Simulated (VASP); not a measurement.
# InSe (R3m) in VASP: single point with LDA

Aim: the single point of InSe with LDA.

Program: VASP 6.6.1. These are calculated values, not measurements. Logs are shortened: lines on timing, memory, paths and dates and some standing lists are left out, and cuts for length are marked.

### 1 The cell of the first run

It takes space group R3m (No. 160, trigonal). The conventional cell has a = 4.000 Å, b = 4.000 Å, c = 25.320 Å, α = 90.00°, β = 90.00°, γ = 120.00°. In (site symmetry 3m) has 3 Se at 2.64 Å and 1 In at 2.82 Å within 3.5 Å. Within 3.5 Å of In (site symmetry 3m) lie 3 Se at 2.63 Å and 1 In at 2.82 Å. Se (site symmetry 3m) has 3 In at 2.64 Å within 3.5 Å. Se (site symmetry 3m) has 3 In at 2.63 Å within 3.5 Å.

### 2 Single point, LDA

Contents of POSCAR:

```
InSe
1.0
    2.0000000000      1.1547005384      8.4400000000
   -2.0000000000      1.1547005384      8.4400000000
    0.0000000000     -2.3094010768      8.4400000000
In Se
2 2
Direct
    0.0000000000      0.0000000000      0.0000000000
    0.8885996667      0.8885996667      0.8885996667
    0.3835003333      0.3835003333      0.3835003333
    0.1719000000      0.1719000000      0.1719000000
```

Contents of INCAR.step1:

```
PREC = Accurate ; ENCUT = 400
EDIFF = 1E-6 ; ISMEAR = 0
SIGMA = 0.01 ; LREAL = False
LASPH = True ; NELM = 120
ALGO = Normal ; ISIF = 2
LWAVE = False ; LCHARG = True
NBANDS = 27 ; GGA_COMPAT = False
NEDOS = 2001 ; LORBIT = 11
```

Contents of KPOINTS.step1:

```
regular mesh
0
Gamma
  3 3 3
```

Contents of INCAR.step2:

```
PREC = Accurate ; ENCUT = 400
EDIFF = 1E-6 ; ISMEAR = -5
SIGMA = 0.01 ; LREAL = False
LASPH = True ; NELM = 120
ALGO = Normal ; ISIF = 2
LWAVE = False ; LCHARG = False
LORBIT = 11 ; NEDOS = 2001
ICHARG = 11 ; GGA_COMPAT = False
```

Contents of KPOINTS.step2:

```
regular mesh
0
Gamma
  5 5 5
```

Potentials or basis: VASP PAW LDA potentials, release 64 (In_d, Se).

The run is started by

```bash
> cat potpaw_LDA.64/In_d/POTCAR potpaw_LDA.64/Se/POTCAR > POTCAR
> cp INCAR.step1 INCAR
> cp KPOINTS.step1 KPOINTS
> mpirun -np 1 vasp_std > vasp.out
> cp INCAR.step2 INCAR
> cp KPOINTS.step2 KPOINTS
> mpirun -np 1 vasp_std > vasp.out
```

OUTCAR:

```text
PREC = Accurate
   ENCUT = 400
   EDIFF = 1E-6
   ISMEAR = -5
   LREAL = False
   LASPH = True
   NELM = 120
   ISIF = 2
   LORBIT = 11
   ICHARG = 11

 ion  position               nearest neighbor table
   1  0.000  0.000  0.000-   3 2.64   3 2.64   3 2.64   2 2.82
   2  0.889  0.889  0.889-   4 2.63   4 2.63   4 2.63   1 2.82
   3  0.384  0.384  0.384-   1 2.64   1 2.64   1 2.64
   4  0.172  0.172  0.172-   2 2.63   2 2.63   2 2.63

  LATTYP: Found a trigonal (rhomboedric) cell.
 ALAT       =     8.7502533297
 COS(alpha) =     0.8955162542

  Lattice vectors:

 A1 = (   2.0000000000,   1.1547005384,   8.4400000000)
 A2 = (  -2.0000000000,   1.1547005384,   8.4400000000)
 A3 = (   0.0000000000,  -2.3094010768,   8.4400000000)

Analysis of symmetry for initial positions (statically):
=====================================================================
 Subroutine PRICEL returns:
 Original cell was already a primitive cell.

 Routine SETGRP: Setting up the symmetry group for a
 trigonal (rhombohedral) supercell.

 Subroutine GETGRP returns: Found  6 space group operations
 (whereof  6 operations were pure point group operations)
 out of a pool of 12 trial point group operations.

The static configuration has the point symmetry C_3v.

Analysis of symmetry for dynamics (positions and initial velocities):
=====================================================================
 Subroutine PRICEL returns:
 Original cell was already a primitive cell.

 Routine SETGRP: Setting up the symmetry group for a
 trigonal (rhombohedral) supercell.

 Subroutine GETGRP returns: Found  6 space group operations
 (whereof  6 operations were pure point group operations)
 out of a pool of 12 trial point group operations.

The dynamic configuration has the point symmetry C_3v.

 Subroutine INISYM returns: Found  6 space group operations
 (whereof  6 operations are pure point group operations),
 and found     1 'primitive' translations

----------------------------------------------------------------------------------------

                                     Primitive cell

  volume of cell :     116.9481

  direct lattice vectors                    reciprocal lattice vectors
     2.000000000  1.154700538  8.440000000     0.250000000  0.144337567  0.039494471
    -2.000000000  1.154700538  8.440000000    -0.250000000  0.144337567  0.039494471
     0.000000000 -2.309401077  8.440000000     0.000000000 -0.288675135  0.039494471

  length of vectors
     8.750253330  8.750253330  8.750253330     0.291364285  0.291364285  0.291364285

  position of ions in fractional coordinates (direct lattice)
     0.000000000  0.000000000  0.000000000
     0.888599667  0.888599667  0.888599667
     0.383500333  0.383500333  0.383500333
     0.171900000  0.171900000  0.171900000

  ion indices of the primitive-cell ions
   primitive index   ion index
                 1           1
                 2           2
                 3           3
                 4           4

----------------------------------------------------------------------------------------

 KPOINTS: regular mesh

Automatic generation of k-mesh.
 Grid dimensions read from file:
 generate k-points for:    5    5    5

 Generating k-lattice:

  Cartesian coordinates                     Fractional coordinates (reciprocal lattice)
     0.050000000  0.028867513  0.007898894     0.200000000  0.000000000  0.000000000
    -0.050000000  0.028867513  0.007898894     0.000000000  0.200000000  0.000000000
     0.000000000 -0.057735027  0.007898894     0.000000000  0.000000000  0.200000000

  Length of vectors
     0.058272857  0.058272857  0.058272857

  Shift w.r.t. Gamma in fractional coordinates (k-lattice)
     0.000000000  0.000000000  0.000000000

 TETIRR: Found     65 inequivalent tetrahedra from      750

 Subroutine IBZKPT returns following result:
 ===========================================

 Found     19 irreducible k-points:

 Following reciprocal coordinates:
            Coordinates               Weight
  0.000000  0.000000  0.000000      1.000000
  0.200000  0.000000  0.000000      6.000000
  0.400000  0.000000  0.000000      6.000000
  0.200000  0.200000  0.000000      6.000000
  0.400000  0.200000  0.000000     12.000000
 -0.400000  0.200000  0.000000     12.000000
[... 11 lines left out ...]
  0.400000  0.400000  0.400000      2.000000
 -0.400000  0.400000  0.400000      6.000000
   k-points           NKPTS =     19   k-points in BZ     NKDIM =     19   number of bands    NBANDS=     23
   number of dos      NEDOS =   2001   number of ions     NIONS =      4
   total plane-waves  NPLWV = 216000
   dimension x,y,z NGX =    60 NGY =   60 NGZ =   60
   dimension x,y,z NGXF=   120 NGYF=  120 NGZF=  120
   ions per type =               2   2
   NGX,Y,Z   is equivalent  to a cutoff of  11.40, 11.40, 11.40 a.u.
   NGXF,Y,Z  is equivalent  to a cutoff of  22.80, 22.80, 22.80 a.u.
 SYSTEM =  unknown system
   PREC   = accura    normal or accurate (medium, high low for compatibility)
   ISTART =      0    job   : 0-new  1-cont  2-samecut
   ICHARG =     11    charge: 1-file 2-atom 10-const
   ISPIN  =      1    spin polarized calculation?
   LNONCOLLINEAR =      F non collinear calculations
   LSORBIT =      F    spin-orbit coupling
   LASPH  =      T    aspherical Exc in radial PAW
   ENCUT  =  400.0 eV  29.40 Ry    5.42 a.u.  14.27 14.27 14.27*2*pi/ulx,y,z
   NELM   =    120;   NELMIN=  2; NELMDL=  0     # of ELM steps
   EDIFF  = 0.1E-05   stopping-criterion for ELM
   LREAL  =      F    real-space projection
   EDIFFG = 0.1E-04   stopping-criterion for IOM
   NSW    =      0    number of steps for IOM
   IBRION =     -1    ionic relax: 0-MD 1-quasi-New 2-CG
   NFREE  =      0    steps in history (QN), initial steepest desc. (CG)
   ISIF   =      2    stress and relaxation
   ISYM   =      2    0-nonsym 1-usesym 2-fastsym
   POTIM  = 0.5000    time-step for ionic-motion
   TEBEG  =    0.0;   TEEND  =   0.0 temperature during run
   PSTRESS=    0.0 pullay stress
   NELECT =      38.0000    total number of electrons
   NUPDOWN=      -1.0000    fix difference up-down
   EMIN   =  10.00;   EMAX   =-10.00  energy-range for DOS
   EFERMI =   0.00;   METHOD = LEGACY
   ISMEAR =    -5;   SIGMA  =   0.01  broadening in eV -4-tet -1-fermi 0-gaus
   EFERMI_NEDOS =   21; number of points for ismear=-14 and -15
   IALGO  =     38    algorithm
   IMIX   =      4    mixing-type and parameters
     AMIX     =   0.40;   BMIX     =  1.00
     AMIX_MAG =   1.60;   BMIX_MAG =  1.00
  volume/ion in A,a.u.               =      29.24       197.30
  Fermi-wavevector in a.u.,A,eV,Ry     =   1.125481  2.126852 17.234615  1.266709
  Thomas-Fermi vector in A             =   2.262159
   LORBIT       =     11    0 simple, 1 ext, 2 COOP (PROOUT), +10 PAW based schemes
   GGA     = CA    functional components
   LHFCALC =     F    Hartree Fock is set to
   AEXX    =    0.0000 exact exchange contribution
   IVDW    =     0    specifies the selected vdW correction
   LEPSILON=     F    determine dielectric tensor
   LRPA    =     F    only Hartree local field effects (RPA)
 non-spin polarized calculation
 Fermi weights with tetrahedron method with Bloechl corrections
  energy-cutoff  :      400.00
  volume of cell :      116.95
 maximum number of plane-waves:      2163
 NGX is ok and might be reduce to    60

 number of electron      38.0000010 magnetization

 Free energy of the ion-electron system (eV)
  ---------------------------------------------------
  ext. energy  EPLUGINS =         0.00000000
  ---------------------------------------------------
  free energy    TOTEN  =       -16.62798449 eV

  energy without entropy =      -16.62798449  energy(sigma->0) =      -16.62798449

 E-fermi :   3.6449     XC(G=0):  -9.2453

 val. band max:        3.6381384637   @ k =   0.4000   0.4000   0.4000
 cond. band min:       4.5152010571   @ k =   0.4000   0.4000   0.4000
 fundamental gap:      0.8770625933
 Fermi energy:         3.6449300031

 k-point     1 :       0.0000    0.0000    0.0000
  band No.  band energies     occupation
      1     -10.8009      2.00000
      2     -10.6239      2.00000
      3     -10.6239      2.00000
      4     -10.5470      2.00000
      5     -10.5470      2.00000
      6     -10.5242      2.00000
[... 15 lines left out ...]
     22       8.2566      0.00000
     23       8.2566      0.00000

 k-point     2 :       0.2000    0.0000    0.0000
  band No.  band energies     occupation
      1     -10.8299      2.00000
      2     -10.7231      2.00000
      3     -10.6915      2.00000
      4     -10.6178      2.00000
      5     -10.5345      2.00000
      6     -10.5201      2.00000
[... 15 lines left out ...]
     22       7.7888      0.00000
     23       8.1738      0.00000

 k-point     3 :       0.4000    0.0000    0.0000
  band No.  band energies     occupation
      1     -10.9478      2.00000
      2     -10.8438      2.00000
      3     -10.7330      2.00000
      4     -10.6168      2.00000
      5     -10.5508      2.00000
      6     -10.4782      2.00000
[... 15 lines left out ...]
     22       7.4897      0.00000
     23       7.9417      0.00000
[... 365 lines left out ...]
 k-point    18 :       0.4000    0.4000    0.4000
  band No.  band energies     occupation
      1     -10.8007      2.00000
      2     -10.6241      2.00000
      3     -10.6241      2.00000
      4     -10.5469      2.00000
      5     -10.5469      2.00000
      6     -10.5243      2.00000
[... 15 lines left out ...]
     22       8.1791      0.00000
     23       8.1791      0.00000

 k-point    19 :      -0.4000    0.4000    0.4000
  band No.  band energies     occupation
      1     -10.8240      2.00000
      2     -10.7164      2.00000
      3     -10.7051      2.00000
      4     -10.6180      2.00000
      5     -10.5344      2.00000
      6     -10.5200      2.00000
[... 15 lines left out ...]
     22       7.7586      0.00000
     23       8.2199      0.00000

------------------------ aborting loop because EDIFF is reached ----------------------------------------

  FORCE on cell =-STRESS in cart. coord.  units (eV):
  Direction    XX          YY          ZZ          XY          YZ          ZX
  --------------------------------------------------------------------------------------
  -------------------------------------------------------------------------------------
  Total       -0.8462280     -0.8462280     -2.1233117     -0.0000000     -0.0000000     -0.0000000
  in kB      -11.5932418    -11.5932418    -29.0891666     -0.0000000     -0.0000000     -0.0000000
  external PRESSURE =     -17.4252168 kB  Pullay stress =       0.0000000 kB

 VOLUME and BASIS-vectors are now :
 -----------------------------------------------------------------------------
  energy-cutoff  :      400.00
  volume of cell :      116.95
      direct lattice vectors                 reciprocal lattice vectors
     2.000000000  1.154700538  8.440000000     0.250000000  0.144337567  0.039494471
    -2.000000000  1.154700538  8.440000000    -0.250000000  0.144337567  0.039494471
     0.000000000 -2.309401077  8.440000000     0.000000000 -0.288675135  0.039494471

 POSITION                                       TOTAL-FORCE (eV/Angst)
 -----------------------------------------------------------------------------------
      0.00000      0.00000      0.00000         0.000000     -0.000000     -0.222506
      0.00000      0.00000     22.49934         0.000000      0.000000      0.238182
      0.00000      0.00000      9.71023         0.000000     -0.000000     -0.066611
      0.00000      0.00000      4.35251         0.000000     -0.000000      0.050934
 -----------------------------------------------------------------------------------
    total drift:                               -0.000000      0.000000      0.000337

  FREE ENERGIE OF THE ION-ELECTRON SYSTEM (eV)
  ---------------------------------------------------
  free  energy   TOTEN  =       -16.6279844878 eV

  energy  without entropy=      -16.6279844878  energy(sigma->0) =      -16.62798449

 total charge

# of ion       s       p       d       tot
------------------------------------------
    1        0.875   0.684   9.882  11.442
    2        0.875   0.686   9.882  11.443
    3        1.477   2.315   0.024   3.816
    4        1.477   2.316   0.024   3.817
--------------------------------------------------
tot          4.704   6.001  19.812  30.517
```

Run time: 50 s. Hardware: 1 thread of Intel Xeon Platinum 8481C at 2.70GHz (Sapphire Rapids), shared host; peak memory 0.34 GiB.

Results:

```
Valence electrons inside the program's atomic spheres : In 11.44; Se 3.82
```

Caveat: the k points lie up to 0.61 Å⁻¹ apart; spin-orbit coupling is left out, which moves the levels of the heavy elements.
